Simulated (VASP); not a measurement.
Input of a VASP 6.6.1 run:

The input INCAR:

```
SYSTEM = CoO
PREC = Accurate ; ENCUT = 600
EDIFF = 1E-6 ; ISMEAR = 0
SIGMA = 0.15 ; LREAL = .False.
LASPH = .True. ; NELM = 200
ALGO = Normal ; ISIF = 2
LWAVE = .False. ; LCHARG = .True.
ISPIN = 2 ; MAGMOM = 2.74 0.35
LORBIT = 11 ; LMAXMIX = 4
GGA = PE ; LELF = .True.
LVHAR = .True. ; NBANDS = 18
GGA_COMPAT = .False.
```

Contents of KPOINTS:

```
regular mesh
0
Gamma
  18 18 18
  0 0 0
```

The input POSCAR:

```
CoO
1.0
    0.0000000000      2.1241477926      2.1736404362
    2.1241477926      0.0000000000      2.1736404362
    2.1241477926      2.1241477926      0.0000000000
Co O
1 1
Direct
    0.0000000000      0.0000000000      0.0000000000
    0.5000000000      0.5000000000      0.5000000000
```

Potentials or basis: VASP PAW PBE potentials, release 64 (Co, O).

Launch:

```sh
$ cat potpaw_PBE.64/Co/POTCAR potpaw_PBE.64/O/POTCAR > POTCAR
$ mpirun -np 1 vasp_std > vasp.out
```

Q: What does it give for the site moments?

A: Co +2.56; O +0.30 μB.

Q: Estimate the pressure.

A: -4.5 GPa.

Q: Estimate the net moment.

A: 2.91 μB per cell.

Stress tensor (GPa, compression positive):
```
-4.42  0.00  0.00
 0.00 -4.42  0.00
 0.00  0.00 -4.52
```

Caveat: the cell differs from its parent crystal (the cell strained); the cell stands under tension; a cell with one magnetic atom can't hold antiferromagnetic order, which such compounds often take.
